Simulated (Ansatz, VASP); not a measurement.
Two plane-wave programs on HgTe

POSCAR

```
HgTe
1.0
    3.7903382814      0.0000000000      0.0000000000
    0.0000000000      3.7903382814      0.0000000000
    0.0000000000      0.0000000000      3.7903382814
Hg Te
1 1
Direct
    0.0000000000      0.0000000000      0.0000000000
    0.5000000000      0.5000000000      0.5000000000
```

INCAR.step1

```
PREC = Accurate ; ENCUT = 520
ISMEAR = -1 ; SIGMA = 0.02
LREAL = F ; LASPH = T
NELM = 60 ; NBANDS = 16
GGA = PE ; ALGO = Normal
EDIFF = 1E-4 ; LWAVE = T
LCHARG = F
```

INCAR.step2

```
PREC = Accurate ; ENCUT = 520
EDIFF = 1E-6 ; ISMEAR = -1
SIGMA = 0.02 ; LREAL = F
LASPH = T ; NELM = 60
ALGO = Normal ; ISIF = 2
LWAVE = F ; LCHARG = F
METAGGA = R2SCAN ; LMIXTAU = T
NBANDS = 16 ; ISTART = 1
```

The input KPOINTS:

```
Automatic mesh
0
Gamma
  4 4 4
```

Input for Ansatz:

```yaml
crystal:
  lattice:
    - [3.7903382814, 0.0, 0.0]
    - [0.0, 3.7903382814, 0.0]
    - [0.0, 0.0, 3.7903382814]
  atoms:
    - { symbol: Hg, position: [0.0, 0.0, 0.0] }
    - { symbol: Te, position: [0.5, 0.5, 0.5] }
kpoints:
  mp_grid: { grid: [4, 4, 4] }
hamiltonian:
  xc: r2scan
scf:
  occupations: { method: fermi_dirac, width: 0.02 }
  n_extra_bands: 4
  mixing: { beta: 1.0 }
  max_iter: 68
output:
  forces: true
  stress: true
  eigenvalues: true
```

Alike in both runs: task single point; functional r2SCAN; k mesh 4 × 4 × 4; occupations fermi-dirac, width 0.02 eV; no spin polarisation.

```csv
,VASP,Ansatz
version,VASP 6.6.1,Ansatz 0.2.0
potentials or method,"VASP PAW PBE potentials, release 64 (Hg, Te)",plane waves
plane-wave cutoff (eV),520,500
valence electrons in the cell,18,36
```

VASP gave:

```
pressure (GPa) : 0.2
```

Problem. What did Ansatz give for the same quantities?

Solution. Pressure (GPa): 0.1.

VASP's potentials were made for PBE, not for r2SCAN. VASP's potentials hold 18 valence electrons a cell and Ansatz's 36, so a difference there can come from the potentials and not from the codes.

The k mesh is coarse, so the values compare programs but aren't converged. Spin-orbit coupling is off throughout.
